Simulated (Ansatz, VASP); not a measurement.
CaB3: VASP beside Ansatz

INCAR

```
SYSTEM = CaB3
ALGO = Normal
EDIFF = 1E-7
EDIFFG = -0.04
ENCUT = 600
GGA = PE
IBRION = 2
ISIF = 3
ISMEAR = 0
LASPH = .TRUE.
LCHARG = .FALSE.
LREAL = .FALSE.
LWAVE = .FALSE.
NELM = 60
NSW = 90
PREC = Accurate
SIGMA = 0.1
```

The input KPOINTS:

```
k-points
0
G
  3 3 6
  0 0 0
```

Contents of POSCAR:

```
CaB3
1.0
    7.5585242800      0.0000000000      0.0000000000
   -3.7792621400      6.5458740400      0.0000000000
    0.0000000000      0.0000000000      3.4446758600
Ca B
2 6
Direct
    0.3333333300      0.6666666700      0.0000000000
    0.6666666700      0.3333333300      0.0000000000
    0.8099998000      0.1900002000      0.5000000000
    0.8099998000      0.6199996000      0.5000000000
    0.3800004000      0.1900002000      0.5000000000
    0.1900002000      0.8099998000      0.5000000000
    0.1900002000      0.3800004000      0.5000000000
    0.6199996000      0.8099998000      0.5000000000
```

Input for Ansatz:

```yaml
crystal:
  lattice:
    - [7.55852428, 0.0, 0.0]
    - [-3.77926214, 6.54587404, 0.0]
    - [0.0, 0.0, 3.44467586]
  atoms:
    - { symbol: Ca, position: [0.33333333, 0.66666667, 0.0] }
    - { symbol: Ca, position: [0.66666667, 0.33333333, 0.0] }
    - { symbol: B, position: [0.8099998, 0.1900002, 0.5] }
    - { symbol: B, position: [0.8099998, 0.6199996, 0.5] }
    - { symbol: B, position: [0.3800004, 0.1900002, 0.5] }
    - { symbol: B, position: [0.1900002, 0.8099998, 0.5] }
    - { symbol: B, position: [0.1900002, 0.3800004, 0.5] }
    - { symbol: B, position: [0.6199996, 0.8099998, 0.5] }
basis:
  ecutwfc: 420
kpoints:
  mp_grid: { grid: [3, 3, 6] }
hamiltonian:
  xc: pbe
scf:
  occupations: { method: gaussian, width: 0.1 }
  lower_state_search: "off"
output:
  forces: true
  stress: true
  eigenvalues: true
relax:
  adjacent_minimum: "off"
  f_tol: 0.04
  max_steps: 70
  cell: { stress_tol: 0.4 }
```

Alike in both runs: task relaxation of cell and atoms; functional PBE; k mesh 3 × 3 × 6; occupations gaussian, width 0.1 eV; no spin polarisation.

|  | VASP | Ansatz |
| --- | --- | --- |
| version | VASP 6.6.1 | Ansatz 0.2.0 |
| potentials or method | VASP PAW PBE potentials, release 64 (Ca_sv, B), cutoff 600 eV | scalar-relativistic, plane waves, PAW |
| valence electrons in the cell | 38 | 38 |

Ansatz gave:

* gap on the k mesh at the Fermi level, each at its own relaxed structure (eV): none
* relaxed volume (Å³/atom): 12.79
* relaxed length of the cell vector where the two differ most in proportion (Å): 5.017

Problem. What did VASP give for the same quantities?

Solution. gap on the k mesh at the Fermi level, each at its own relaxed structure (eV): none; relaxed volume (Å³/atom): 12.81; relaxed length of the cell vector where the two differ most in proportion (Å): 5.022.

A gap of «none» marks a metal or a gap that the smearing closes.

Noted on VASP's run: the volume moved by over 15 % at a fixed basis, so the end points are rough.
